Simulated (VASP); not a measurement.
# SnO2 (R-3m) in VASP: a series of runs

SnO2 is run at these levels: LDA; tasks: single point.

Program: VASP 6.6.1. These are calculated values, not measurements. Logs are shortened: lines on timing, memory, paths and dates and some standing lists are left out, and cuts for length are marked.

## Step 1: The cell of the first run

It takes space group R-3m (No. 166, trigonal). The conventional cell has a = 3.386 Å, b = 3.386 Å, c = 10.987 Å, α = 90.00°, β = 90.00°, γ = 120.00°. Sn (site symmetry -3m) has 8 O at 2.14 to 2.80 Å within 2.8 Å. O (site symmetry 3m) has 4 Sn at 2.14 to 2.80 Å and 6 O at 2.61 to 2.75 Å within 2.8 Å.

## Step 2: Single point, LDA

Contents of INCAR:

```
SYSTEM = SnO2
PREC = Accurate
ENCUT = 520
EDIFF = 1E-7
ISMEAR = 0
SIGMA = 0.05
LREAL = .FALSE.
LASPH = .TRUE.
NELM = 60
ALGO = Normal
ISIF = 2
LWAVE = .FALSE.
LCHARG = .TRUE.
LELF = .TRUE.
LVHAR = .TRUE.
NBANDS = 20
```

Contents of KPOINTS:

```
regular mesh
0
G
  12 12 12
  0 0 0
```

Contents of POSCAR:

```
SnO2
1.0
    1.6932011743      0.9775701538      3.6622929303
   -1.6932011743      0.9775701538      3.6622929303
    0.0000000000     -1.9551403076      3.6622929303
Sn O
1 2
Direct
    0.5000000000      0.5000000000      0.5000000000
    0.2451905456      0.2451905456      0.2451905456
    0.7548094544      0.7548094544      0.7548094544
```

Potentials or basis: VASP PAW LDA potentials, release 64 (Sn_d, O).

Run with:

```
$ cat potpaw_LDA.64/Sn_d/POTCAR potpaw_LDA.64/O/POTCAR > POTCAR
$ mpirun -np 1 vasp_std > vasp.out
```

OUTCAR:

```text
SYSTEM = SnO2
   PREC = Accurate
   ENCUT = 520
   EDIFF = 1E-7
   ISMEAR = 0
   LREAL = .FALSE.
   LASPH = .TRUE.
   NELM = 60
   ISIF = 2

 ion  position               nearest neighbor table
   1  0.500  0.500  0.500-   2 2.14   2 2.14   3 2.14   3 2.14   2 2.14   3 2.14   3 2.80   2 2.80

   2  0.245  0.245  0.245-   1 2.14   1 2.14   1 2.14   1 2.80
   3  0.755  0.755  0.755-   1 2.14   1 2.14   1 2.14   1 2.80

  LATTYP: Found a trigonal (rhomboedric) cell.
 ALAT       =     4.1515013103
 COS(alpha) =     0.6673122890

  Lattice vectors:

 A1 = (   1.6932011743,   0.9775701538,   3.6622929303)
 A2 = (  -1.6932011743,   0.9775701538,   3.6622929303)
 A3 = (   0.0000000000,  -1.9551403076,   3.6622929303)

Analysis of symmetry for initial positions (statically):
=====================================================================
 Subroutine PRICEL returns:
 Original cell was already a primitive cell.

 Routine SETGRP: Setting up the symmetry group for a
 trigonal (rhombohedral) supercell.

 Subroutine GETGRP returns: Found 12 space group operations
 (whereof 12 operations were pure point group operations)
 out of a pool of 12 trial point group operations.

The static configuration has the point symmetry D_3d.

Analysis of symmetry for dynamics (positions and initial velocities):
=====================================================================
 Subroutine PRICEL returns:
 Original cell was already a primitive cell.

 Routine SETGRP: Setting up the symmetry group for a
 trigonal (rhombohedral) supercell.

 Subroutine GETGRP returns: Found 12 space group operations
 (whereof 12 operations were pure point group operations)
 out of a pool of 12 trial point group operations.

The dynamic configuration has the point symmetry D_3d.

 Subroutine INISYM returns: Found 12 space group operations
 (whereof 12 operations are pure point group operations),
 and found     1 'primitive' translations

----------------------------------------------------------------------------------------

                                     Primitive cell

  volume of cell :      36.3715

  direct lattice vectors                    reciprocal lattice vectors
     1.693201174  0.977570154  3.662292930     0.295298638  0.170490748  0.091017660
    -1.693201174  0.977570154  3.662292930    -0.295298638  0.170490748  0.091017660
     0.000000000 -1.955140308  3.662292930     0.000000000 -0.340981496  0.091017660

  length of vectors
     4.151501310  4.151501310  4.151501310     0.352920097  0.352920097  0.352920097
[... 77 lines left out ...]
   ISPIN  =      1    spin polarized calculation?
   LNONCOLLINEAR =      F non collinear calculations
   LSORBIT =      F    spin-orbit coupling
   LASPH  =      T    aspherical Exc in radial PAW
   ENCUT  =  520.0 eV  38.22 Ry    6.18 a.u.   7.72  7.72  7.72*2*pi/ulx,y,z
   NELM   =     60;   NELMIN=  2; NELMDL= -5     # of ELM steps
   EDIFF  = 0.1E-06   stopping-criterion for ELM
   LREAL  =      F    real-space projection
   EDIFFG = 0.1E-05   stopping-criterion for IOM
   NSW    =      0    number of steps for IOM
   IBRION =     -1    ionic relax: 0-MD 1-quasi-New 2-CG
   NFREE  =      0    steps in history (QN), initial steepest desc. (CG)
   ISIF   =      2    stress and relaxation
   ISYM   =      2    0-nonsym 1-usesym 2-fastsym
   POTIM  = 0.5000    time-step for ionic-motion
   TEBEG  =    0.0;   TEEND  =   0.0 temperature during run
   PSTRESS=    0.0 pullay stress
   NELECT =      26.0000    total number of electrons
   NUPDOWN=      -1.0000    fix difference up-down
   EMIN   =  10.00;   EMAX   =-10.00  energy-range for DOS
   EFERMI =   0.00;   METHOD = LEGACY
   ISMEAR =     0;   SIGMA  =   0.05  broadening in eV -4-tet -1-fermi 0-gaus
   EFERMI_NEDOS =   21; number of points for ismear=-14 and -15
   IALGO  =     38    algorithm
   IMIX   =      4    mixing-type and parameters
     AMIX     =   0.40;   BMIX     =  1.00
     AMIX_MAG =   1.60;   BMIX_MAG =  1.00
  volume/ion in A,a.u.               =      12.12        81.82
  Fermi-wavevector in a.u.,A,eV,Ry     =   1.463791  2.766163 29.152978  2.142683
  Thomas-Fermi vector in A             =   2.579844
   LORBIT       =      0    0 simple, 1 ext, 2 COOP (PROOUT), +10 PAW based schemes
   GGA     = CA    functional components
   LHFCALC =     F    Hartree Fock is set to
   AEXX    =    0.0000 exact exchange contribution
   IVDW    =     0    specifies the selected vdW correction
   LEPSILON=     F    determine dielectric tensor
   LRPA    =     F    only Hartree local field effects (RPA)
 non-spin polarized calculation
 Gauss-broadening in eV      SIGMA  =   0.05
  energy-cutoff  :      520.00
  volume of cell :       36.37
 maximum number of plane-waves:      1000
   NGX = 15   NGY = 15   NGZ = 15

 number of electron      25.9999998 magnetization

 Free energy of the ion-electron system (eV)
  ---------------------------------------------------
  ext. energy  EPLUGINS =         0.00000000
  ---------------------------------------------------
  free energy    TOTEN  =       -20.43329853 eV

  energy without entropy =      -20.43329853  energy(sigma->0) =      -20.43329853

 E-fermi :   6.0982     XC(G=0): -11.7674

 val. band max:        5.8201892244   @ k =   0.0000   0.0000   0.0000
 cond. band min:       6.3321174823   @ k =   0.0000   0.0000   0.0000
 fundamental gap:      0.5119282579
 Fermi energy:         6.0981704946

 k-point     1 :       0.0000    0.0000    0.0000
  band No.  band energies     occupation
      1     -14.5717      2.00000
      2     -14.3253      2.00000
      3     -14.3253      2.00000
      4     -14.1704      2.00000
      5     -14.1704      2.00000
      6     -12.5852      2.00000
[... 541 lines left out ...]
     19      19.8850      0.00000
     20      22.0531      0.00000

 [... further k-points ...]
[... 5 lines left out ...]
  --------------------------------------------------------------------------------------
  -------------------------------------------------------------------------------------
  Total       -2.8280096     -2.8280096     -0.7978920      0.0000000     -0.0000000      0.0000000
  in kB     -124.5749259   -124.5749259    -35.1474518      0.0000000     -0.0000000      0.0000000
  external PRESSURE =     -94.7657679 kB  Pullay stress =       0.0000000 kB

 VOLUME and BASIS-vectors are now :
 -----------------------------------------------------------------------------
  energy-cutoff  :      520.00
  volume of cell :       36.37
      direct lattice vectors                 reciprocal lattice vectors
     1.693201174  0.977570154  3.662292930     0.295298638  0.170490748  0.091017660
    -1.693201174  0.977570154  3.662292930    -0.295298638  0.170490748  0.091017660
     0.000000000 -1.955140308  3.662292930     0.000000000 -0.340981496  0.091017660

 POSITION                                       TOTAL-FORCE (eV/Angst)
 -----------------------------------------------------------------------------------
      0.00000      0.00000      5.49344         0.000000     -0.000000      0.000000
      0.00000      0.00000      2.69388        -0.000000     -0.000000      0.165699
      0.00000      0.00000      8.29300        -0.000000      0.000000     -0.165699
 -----------------------------------------------------------------------------------
    total drift:                                0.000000      0.000000     -0.000000

  FREE ENERGIE OF THE ION-ELECTRON SYSTEM (eV)
  ---------------------------------------------------
  free  energy   TOTEN  =       -20.4332985289 eV

  energy  without entropy=      -20.4332985289  energy(sigma->0) =      -20.43329853
```

stdout:

```text
POSCAR found type information on POSCAR SnO
 POSCAR found :  2 types and       3 ions
 scaLAPACK will be used
 LDA part: xc-table for (Slater(with rela. corr.)+CA(PZ))
 , standard interpolation
 POSCAR, INCAR and KPOINTS ok, starting setup
 FFT: planning ... GRIDC
 FFT: planning ... GRID_SOFT
 FFT: planning ... GRID
 WAVECAR not read
 entering main loop
```

Run time: 1.7 min. Hardware: 1 thread of Intel Xeon Platinum 8488C (Sapphire Rapids), shared host; peak memory 0.25 GiB.

What came out:

| Property | Result |
| --- | --- |
| Free energy | -20.4333 eV |
| Pressure | -9.5 GPa |
| Largest force | 0.166 eV/Å |
| Band gap on the k mesh | 0.51 eV |

Forces in eV/Å, atoms in the order of the input:
```
Sn   0.000  0.000  0.000
O    0.000  0.000  0.166
O    0.000  0.000 -0.166
```

Caveat: the stress differs along the axes, from -12 to -4 GPa; semilocal functionals underestimate gaps, and a narrow one can read as zero; spin-orbit coupling is left out, which moves the levels of the heavy elements.

## Step 3: Single point, LDA

This run uses another cell than the first one, of the same volume but with other edges.

Contents of INCAR:

```
SYSTEM = SnO2
ALGO     = Normal         ! electronic algorithm
EDIFF    = 1E-7           ! SCF threshold, eV
ENCUT    = 520            ! plane-wave cutoff, eV
GGA      = CA             ! functional
ISIF     = 2              ! what is computed and relaxed
ISMEAR   = 0              ! smearing method
LASPH    = .TRUE.         ! aspherical terms in the spheres
LCHARG   = .FALSE.        ! write CHGCAR
LREAL    = .FALSE.        ! projectors in reciprocal space
LWAVE    = .FALSE.        ! write WAVECAR
NBANDS   = 20             ! bands
NELM     = 80             ! most SCF steps
PREC     = Accurate       ! precision mode
SIGMA    = 0.05           ! smearing width, eV
```

Contents of KPOINTS:

```
k-points
0
G
  12 12 12
  0 0 0
```

Contents of POSCAR:

```
SnO2
1.0
    1.5093424531      0.8714192716      4.6088717736
   -1.5093424531      0.8714192716      4.6088717736
    0.0000000000     -1.7428385432      4.6088717736
Sn O
1 2
Direct
    0.5000000000      0.5000000000      0.5000000000
    0.2451905456      0.2451905456      0.2451905456
    0.7548094544      0.7548094544      0.7548094544
```

Potentials or basis: VASP PAW LDA potentials, release 64 (Sn_d, O).

Run with:

```
$ cat potpaw_LDA.64/Sn_d/POTCAR potpaw_LDA.64/O/POTCAR > POTCAR
$ mpirun -np 1 vasp_std > vasp.out
```

Wall time 3.7 min (1 thread of Intel Xeon Platinum 8488C (Sapphire Rapids), shared host); peak memory 0.28 GiB.

The run converged. Its results:

- Free energy: -20.2100 eV
- Pressure: 14.5 GPa
- Largest force: 0.275 eV/Å
- Band gap on the k mesh: 2.69 eV (least direct gap 2.86 eV)

Forces on the atoms (eV/Å):
```
Sn   0.000  0.000  0.000
O    0.000  0.000 -0.275
O    0.000  0.000  0.275
```

Stress tensor (GPa, compression positive):
```
23.26  0.00  0.00
 0.00 23.26  0.00
 0.00  0.00 -3.05
```

Levels at points of the mesh, in eV from the valence-band top:
```csv
k point,band 10,band 11,band 12,band 13,band 14,band 15,band 16,band 17
"(0.00, 0.00, 0.00)",-1.20,-0.62,-0.62,-0.16,2.69,6.13,12.52,12.52
"(0.50, 0.00, 0.00)",-2.89,-2.15,-0.91,-0.65,6.32,7.88,11.39,12.30
"(0.50, 0.50, 0.00)",-3.06,-1.64,-0.39,0.00,5.75,6.92,11.71,11.84
"(0.50, 0.50, 0.50)",-1.32,-1.32,-0.52,-0.52,4.27,6.26,12.78,12.78
```

Caveat: the stress differs along the axes, from -3 to 23 GPa; spin-orbit coupling is left out, which moves the levels of the heavy elements. A k mesh can miss the band edges.
